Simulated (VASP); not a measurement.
Set up this calculation in VASP 6.6.1, as the native input.

- Task: single point
- Functional: r2SCAN
- Potentials or basis: VASP PAW PBE potentials, release 64 (Si, C)
- Cutoff: 660 eV
- k mesh: 8 × 8 × 8
- Occupations: gaussian, width 0.01 eV
- Spin: no spin polarisation
- Dipole correction: no
- Further INCAR settings: ALGO = Normal; EDIFF = 1e-06; NBANDS = 11

SiC (Moissanite 3C):

```
Si C
1.0
     3.08157    0.00000    0.00000
     1.54079    2.66872    0.00000
     1.54079    0.88957    2.51609
Si C
1 1
Direct
  0.00000 0.00000 0.00000
  0.25000 0.25000 0.25000
```

One way to write it, as run:

POSCAR

```
SiC
1.0
    3.0815710000      0.0000000000      0.0000000000
    1.5407855000      2.6687187696      0.0000000000
    1.5407855000      0.8895729232      2.5160921854
Si C
1 1
Direct
    0.0000000000      0.0000000000      0.0000000000
    0.2500000000      0.2500000000      0.2500000000
```

INCAR.step1

```
PREC     = Accurate       # precision mode
ENCUT    = 660            # plane-wave cutoff, eV
ISMEAR   = 0              # smearing method
SIGMA    = 0.01           # smearing width, eV
LREAL    = False          # projectors in reciprocal space
LASPH    = True           # aspherical terms in the spheres
NELM     = 120            # most SCF steps
NBANDS   = 11             # bands
GGA      = PE             # functional
ALGO     = Normal         # electronic algorithm
EDIFF    = 1E-5           # SCF threshold, eV
LWAVE    = True           # write WAVECAR
LCHARG   = False          # write CHGCAR
GGA_COMPAT= False
```

INCAR.step2

```
PREC     = Accurate       # precision mode
ENCUT    = 660            # plane-wave cutoff, eV
EDIFF    = 1E-6           # SCF threshold, eV
ISMEAR   = 0              # smearing method
SIGMA    = 0.01           # smearing width, eV
LREAL    = False          # projectors in reciprocal space
LASPH    = True           # aspherical terms in the spheres
NELM     = 120            # most SCF steps
ALGO     = Normal         # electronic algorithm
ISIF     = 2              # what is computed and relaxed
LWAVE    = False          # write WAVECAR
LCHARG   = True           # write CHGCAR
METAGGA  = R2SCAN         # meta-GGA
LMIXTAU  = True         
LELF     = True           # ELF
LVHAR    = True         
NBANDS   = 11             # bands
ISTART   = 1            
GGA_COMPAT= False
```

KPOINTS

```
Automatic mesh
0
Gamma
  8 8 8
```

Potentials or basis: VASP PAW PBE potentials, release 64 (Si, C).

Command:

```sh
$ cat potpaw_PBE.64/Si/POTCAR potpaw_PBE.64/C/POTCAR > POTCAR
$ cp INCAR.step1 INCAR
$ mpirun -np 1 vasp_std > vasp.out
$ cp INCAR.step2 INCAR
$ mpirun -np 1 vasp_std > vasp.out
```

Results of the run:

```json
{
  "Pressure": "-0.6 GPa",
  "Band gap on the k mesh": "1.73 eV, indirect (least direct gap 5.06 eV)"
}
```

Caveat: the PAW data sets were made with another functional, which shifts forces and pressure a little.

It took 42 s on 1 thread of AMD EPYC 7R43 64-Core Processor (Zen 3), with other jobs on the host, peak memory 0.13 GiB.
